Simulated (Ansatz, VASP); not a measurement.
**P: VASP beside Ansatz**

```xyz
2
Lattice="-1.6915 2.5152 1.8589 1.6915 -2.5152 1.8589 1.6915 2.5152 -1.8589" Properties=species:S:1:pos:R:3 pbc="T T T"
P     1.6915    1.2576    1.6607
P     0.0000    1.2576    0.1982
```

Alike in both runs: task relaxation of cell and atoms; functional PBE; k mesh 11 × 11 × 11; occupations fermi-dirac, width 0.05 eV; no spin polarisation.

|  | VASP | Ansatz |
| --- | --- | --- |
| version | VASP 6.6.1 | Ansatz 0.2.0 |
| potentials or method | VASP PAW PBE potentials, release 64 (P) | Ansatz PAW |
| plane-wave cutoff (eV) | 600 | 420 |
| valence electrons in the cell | 10 | 10 |

Ansatz gave:

- gap on the k mesh at the Fermi level, each at its own relaxed structure (eV): none
- relaxed volume (Å³/atom): 16.00
- relaxed length of the cell vector where the two differ most in proportion (Å): 3.568

Task: What did VASP give for the same quantities?

Result: gap on the k mesh at the Fermi level, each at its own relaxed structure (eV): none; relaxed volume (Å³/atom): 15.99; relaxed length of the cell vector where the two differ most in proportion (Å): 3.567.

A gap of «none» marks a metal or a gap that the smearing closes.

Noted on Ansatz's run: the plane-wave basis is chosen anew once the cell has moved, so the energies of steps on either side of that aren't comparable.
